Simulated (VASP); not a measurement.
# Ag (P6_3/mmc) in VASP: notebook, part 2 of 2

VASP 6.6.1. The steps go on from the part before.

### 3 Relaxation of cell and atoms, PBEsol

This run uses another cell than the first one, of 17.81 Å³/atom.

Input file INCAR:

```
  PREC = Accurate
  ENCUT = 600
  EDIFF = 1E-6
  ISMEAR = -1
  SIGMA = 0.05
  LREAL = False
  LASPH = True
  NELM = 100
  ALGO = Normal
  ISIF = 3
  LWAVE = False
  LCHARG = False
  GGA = PS
  IBRION = 2
  NSW = 100
  EDIFFG = -0.002
```

Input file KPOINTS:

```
Automatic mesh
0
Gamma
  12 12 8
```

Input file POSCAR:

```
Ag
1.0
    2.9300000000      0.0000000000      0.0000000000
   -1.4650000000      2.5374544331      0.0000000000
    0.0000000000      0.0000000000      4.7900000000
Ag
2
Direct
    0.3333333333      0.6666666667      0.2500000000
    0.6666666667      0.3333333333      0.7500000000
```

Potentials or basis: VASP PAW PBE potentials, release 64 (Ag).

Run with:

```sh
$ cat potpaw_PBE.64/Ag/POTCAR > POTCAR
$ mpirun -np 1 vasp_std > vasp.out
```

OUTCAR:

```text
PREC = Accurate
   ENCUT = 600
   EDIFF = 1E-6
   ISMEAR = -1
   LREAL = False
   LASPH = True
   NELM = 100
   ISIF = 3
   GGA = PS
   IBRION = 2
   NSW = 100
   EDIFFG = -0.002

 ion  position               nearest neighbor table
   1  0.333  0.667  0.250-   2 2.93   2 2.93   2 2.93   2 2.93   2 2.93   2 2.93
   2  0.667  0.333  0.750-   1 2.93   1 2.93   1 2.93   1 2.93   1 2.93   1 2.93

  LATTYP: Found a hexagonal cell.
 ALAT       =     2.9300000000
 C/A-ratio  =     1.6348122867

  Lattice vectors:

 A1 = (   2.9300000000,   0.0000000000,   0.0000000000)
 A2 = (  -1.4650000000,   2.5374544331,   0.0000000000)
 A3 = (   0.0000000000,   0.0000000000,   4.7900000000)

Analysis of symmetry for initial positions (statically):
=====================================================================
 Subroutine PRICEL returns:
 Original cell was already a primitive cell.

 Routine SETGRP: Setting up the symmetry group for a
 hexagonal supercell.

 Subroutine GETGRP returns: Found 24 space group operations
 (whereof 12 operations were pure point group operations)
 out of a pool of 24 trial point group operations.

The static configuration has the point symmetry D_3d.
 The point group associated with its full space group is D_6h.

Analysis of symmetry for dynamics (positions and initial velocities):
=====================================================================
 Subroutine PRICEL returns:
 Original cell was already a primitive cell.

 Routine SETGRP: Setting up the symmetry group for a
 hexagonal supercell.

 Subroutine GETGRP returns: Found 24 space group operations
 (whereof 12 operations were pure point group operations)
 out of a pool of 24 trial point group operations.

The dynamic configuration has the point symmetry D_3d.
 The point group associated with its full space group is D_6h.

 Subroutine INISYM returns: Found 24 space group operations
 (whereof 12 operations are pure point group operations),
 and found     1 'primitive' translations
[... 149 lines left out ...]
  Direction    XX          YY          ZZ          XY          YZ          ZX
  --------------------------------------------------------------------------------------
  -------------------------------------------------------------------------------------
  Total       -1.3710754     -1.3710754     -1.4864346      0.0000000      0.0000000      0.0000000
  in kB      -61.6837149    -61.6837149    -66.8736461      0.0000000      0.0000000      0.0000000
  external PRESSURE =     -63.4136920 kB  Pullay stress =       0.0000000 kB
[... 89 lines left out ...]
  FREE ENERGIE OF THE ION-ELECTRON SYSTEM (eV)
  ---------------------------------------------------
  free  energy   TOTEN  =        -6.6054106253 eV

  energy  without entropy=       -6.6009240180  energy(sigma->0) =       -6.60316732

[... ionic steps 4 to 8 ...]

--------------------------------------- Ionic step        9  -------------------------------------------

 number of electron      21.9999999 magnetization

------------------------ aborting loop because EDIFF is reached ----------------------------------------
[... 67 lines left out ...]
--------------------------------------- Ionic step       11  -------------------------------------------

 number of electron      21.9999999 magnetization

 Free energy of the ion-electron system (eV)
  ---------------------------------------------------
  ext. energy  EPLUGINS =         0.00000000
  ---------------------------------------------------
  free energy    TOTEN  =        -6.60546436 eV

  energy without entropy =       -6.60097974  energy(sigma->0) =       -6.60322205

 E-fermi :   8.4294     XC(G=0): -12.5364

 val. band max:        8.4003316621   @ k =   0.4167   0.0833   0.2500
 cond. band min:       8.5752552017   @ k =   0.5000   0.0000   0.1250
 fundamental gap:      0.1749235395
 Fermi energy:         8.4294171476

 k-point     1 :       0.0000    0.0000    0.0000
  band No.  band energies     occupation
      1       0.5402      2.00000
      2       2.0049      2.00000
      3       3.6921      2.00000
      4       3.7796      2.00000
      5       3.7796      2.00000
      6       4.0337      2.00000
      7       4.0337      2.00000
      8       4.3841      2.00000
      9       4.3841      2.00000
     10       5.4572      2.00000
     11       5.4572      2.00000
     12       8.0332      1.99928
     13      12.2644      0.00000
     14      24.1776      0.00000
[... 401 lines left out ...]
      2       2.4197      2.00000
      3       3.0036      2.00000
      4       3.5819      2.00000
      5       3.8667      2.00000
      6       3.9835      2.00000
      7       4.6322      2.00000
      8       5.1118      2.00000
      9       5.1811      2.00000
     10       5.5463      2.00000
     11       5.6031      2.00000
     12      11.3934      0.00000
     13      15.0848      0.00000
     14      15.2316      0.00000
     15      20.7177      0.00000

 [... further k-points ...]

------------------------ aborting loop because EDIFF is reached ----------------------------------------

  FORCE on cell =-STRESS in cart. coord.  units (eV):
  Direction    XX          YY          ZZ          XY          YZ          ZX
  --------------------------------------------------------------------------------------
  -------------------------------------------------------------------------------------
  Total        0.0003628      0.0003628     -0.0013038      0.0000000      0.0000000      0.0000000
  in kB        0.0174094      0.0174094     -0.0625661      0.0000000      0.0000000      0.0000000
  external PRESSURE =      -0.0092491 kB  Pullay stress =       0.0000000 kB
[... 17 lines left out ...]
  FREE ENERGIE OF THE ION-ELECTRON SYSTEM (eV)
  ---------------------------------------------------
  free  energy   TOTEN  =        -6.6054643573 eV

  energy  without entropy=       -6.6009797442  energy(sigma->0) =       -6.60322205

 reached required accuracy - stopping structural energy minimisation
```

CONTCAR:

```text
Ag
   1.00000000000000
     2.8716127179826332    0.0000000000000000    0.0000000000000000
    -1.4358063589913166    2.4868895636143389    0.0000000000000000
     0.0000000000000000    0.0000000000000000    4.6753615745471766
  Ag
     2
Direct
     0.3333333332999970    0.6666666667000030    0.2500000000000000
     0.6666666667000030    0.3333333332999970    0.7500000000000000

  0.00000000E+00  0.00000000E+00  0.00000000E+00
  0.00000000E+00  0.00000000E+00  0.00000000E+00
```

It took 7 min on 1 thread of AMD EPYC 7R13, shared host; peak memory 0.18 GiB.

Results:

| Property | Result |
| --- | --- |
| Free energy | -6.6055 eV |
| Relaxed volume | 16.69 Å³/atom |
| Relaxed cell | a = 2.872 Å, b = 2.872 Å, c = 4.675 Å, α = 90.00°, β = 90.00°, γ = 120.00° |
| Space group after relaxing (to 0.1 Å) | P6_3/mmc (No. 194) |
| Energy gained by relaxing | 23.7 meV/atom |
| Ionic steps | 11 |
| Pressure after relaxing | 0.0 GPa |
| Band gap on the k mesh | zero (bands 11 and 12 overlap by 7.50 eV) |

The path:
| step | energy change (eV) | largest force (eV/Å) | pressure (GPa) | volume (Å³) |
| --- | --- | --- | --- | --- |
| 1 | 0.0000 | 0.0000 | -6.34 | 35.61 |
| 2 | -0.0276 | 0.0000 | 5.17 | 32.10 |
| 3 | -0.0474 | 0.0000 | -0.02 | 33.39 |
| 4 | -0.0474 | 0.0000 | 0.13 | 33.35 |
| 5 | -0.0475 | 0.0000 | -0.12 | 33.41 |
| 6 | -0.0475 | 0.0000 | -0.04 | 33.40 |
| 7 | -0.0475 | 0.0000 | -0.05 | 33.40 |
| 8 | -0.0475 | 0.0000 | -0.06 | 33.40 |
| 9 | -0.0475 | 0.0000 | -0.05 | 33.41 |
| 10 | -0.0475 | 0.0000 | 0.02 | 33.39 |
| 11 | -0.0475 | 0.0000 | 0.00 | 33.39 |

Final structure:
```xyz
2
Lattice="2.8716 0.0000 0.0000 -1.4358 2.4869 0.0000 0.0000 0.0000 4.6754" Properties=species:S:1:pos:R:3 pbc="T T T"
Ag    0.0000    1.6579    1.1688
Ag    1.4358    0.8290    3.5065
```

Caveat: the PAW data sets were made with another functional, which shifts forces and pressure a little.

The gap in the log of VASP goes by the Fermi energy; the results here count the filled bands.